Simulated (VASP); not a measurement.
A run of VASP 6.6.1:

Contents of INCAR:

```
PREC = Accurate ; ENCUT = 600
EDIFF = 1E-7 ; ISMEAR = 0
SIGMA = 0.1 ; LREAL = F
LASPH = T ; NELM = 100
ALGO = Normal ; ISIF = 3
LWAVE = F ; LCHARG = F
GGA = PE ; IBRION = 2
NSW = 90 ; EDIFFG = -0.04
```

The input KPOINTS:

```
regular mesh
0
Gamma
  4 4 4
```

The input POSCAR:

```
RbP3
1.0
    6.1030259100      0.0000000000      0.0000000000
    0.0000000000      6.1030259100      0.0000000000
    0.0000000000      0.0000000000      6.1030259100
Rb P
2 6
Direct
    0.0000000000      0.0000000000      0.0000000000
    0.5000000000      0.5000000000      0.5000000000
    0.2500000000      0.0000000000      0.5000000000
    0.5000000000      0.7500000000      0.0000000000
    0.7500000000      0.0000000000      0.5000000000
    0.5000000000      0.2500000000      0.0000000000
    0.0000000000      0.5000000000      0.7500000000
    0.0000000000      0.5000000000      0.2500000000
```

Potentials or basis: VASP PAW PBE potentials, release 64 (Rb_sv, P).

Launch:

```console
$ cat potpaw_PBE.64/Rb_sv/POTCAR potpaw_PBE.64/P/POTCAR > POTCAR
$ mpirun -np 1 vasp_std > vasp.out
```

Hardware: 1 thread of Intel(R) Xeon(R) Platinum 8375C CPU @ 2.90GHz (Ice Lake) (shared host).

Question: How long does it take, and how much memory?

Answer: Run time: 4.8 min on 1 thread of Intel(R) Xeon(R) Platinum 8375C CPU @ 2.90GHz (Ice Lake), on a shared host, peak memory 0.4 GiB. Counts: scf iterations 73, k points 10, ion steps 4.
